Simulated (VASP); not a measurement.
# Zn: single point with PBE+D3(BJ)

Zn, in a box:

```
Zn
1.0
    15.00000    0.00000    0.00000
     0.00000   15.50000    0.00000
     0.00000    0.00000   16.00000
Zn
1
Direct
  0.50000 0.50000 0.50000
```

```json
{
 "Program": "VASP 6.6.1",
 "Task": "single point",
 "Functional": "PBE",
 "Dispersion": "D3(BJ)",
 "Potentials or basis": "VASP PAW PBE potentials, release 64 (Zn)",
 "Cutoff": "520 eV",
 "k mesh": "1 × 1 × 1",
 "Occupations": "gaussian, width 0.005 eV",
 "Spin": "no spin polarisation"
}
```

```yaml
Gap_between_the_frontier_levels: 4.86 eV
Dispersion_energy_per_atom: 0.000 eV
```

Levels at points of the mesh, in eV from the valence-band top:
```tsv
k point	band 3	band 4	band 5	band 6	band 7	band 8	band 9	band 10
(0.00, 0.00, 0.00)	-4.16	-4.16	-4.16	0.00	4.86	4.87	4.87	5.84
```

Run time: 2.2 min on 1 thread of AMD EPYC 7R13 (shared host), peak memory 1.9 GiB.
